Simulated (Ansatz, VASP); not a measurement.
As in VASP and in Ansatz

```
As
1.0
     2.75375    0.00000    0.00000
     0.00000    2.75375    0.00000
     0.00000    0.00000    2.75375
As
1
Direct
  0.00000 0.00000 0.00000
```

Alike in both runs: task single point; functional RPBE; k mesh 13 × 13 × 13; occupations fermi-dirac, width 0.1 eV; no spin polarisation.

```csv
,VASP,Ansatz
version,VASP 6.6.1,Ansatz 0.2.0
potentials or method,"VASP PAW PBE potentials, release 64 (As), cutoff 520 eV","plane waves (420 eV) with PAW, scalar-relativistic"
valence electrons in the cell,5,15
```

Ansatz gave:

```
pressure (GPa) : -0.4
```

**Question.** Estimate VASP's values.

**Answer.** Pressure (GPa): -0.3.

VASP's potentials were made for PBE, not for RPBE. VASP's potentials hold 5 valence electrons a cell and Ansatz's 15, so a difference there can come from the potentials and not from the codes.
